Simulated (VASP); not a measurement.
Input of a VASP 6.6.1 run:

File INCAR:

```
SYSTEM = CdS
ALGO = Normal
EDIFF = 1E-7
ENCUT = 520
GGA = RP
ISIF = 2
ISMEAR = -1
IVDW = 13
LASPH = .TRUE.
LCHARG = .FALSE.
LREAL = .FALSE.
LWAVE = .FALSE.
NBANDS = 26
NELM = 80
PREC = Accurate
SIGMA = 0.05
```

Contents of KPOINTS:

```
k-points
0
G
  7 7 4
  0 0 0
```

POSCAR

```
CdS
1.0
    4.0652823512      0.0000000000      0.0000000000
   -2.0326411756      3.5206377897      0.0000000000
    0.0000000000      0.0000000000      6.5994716144
Cd S
2 2
Direct
    0.6666666667      0.3333333333      0.5000000000
    0.3333333333      0.6666666667      0.0000000000
    0.6666666667      0.3333333333      0.8750000000
    0.3333333333      0.6666666667      0.3750000000
```

Potentials or basis: VASP PAW PBE potentials, release 64 (Cd, S).

Command:

```bash
$ cat potpaw_PBE.64/Cd/POTCAR potpaw_PBE.64/S/POTCAR > POTCAR
$ mpirun -np 1 vasp_std > vasp.out
```

Estimate the pressure.

4.4 GPa.

What does it give for the band gap on the k mesh?

1.53 eV, direct.

Stress tensor (GPa, compression positive):
```
4.11 0.00 0.00
0.00 4.11 0.00
0.00 0.00 4.90
```

Caveat: the PAW data sets were made with another functional, which shifts forces and pressure a little.
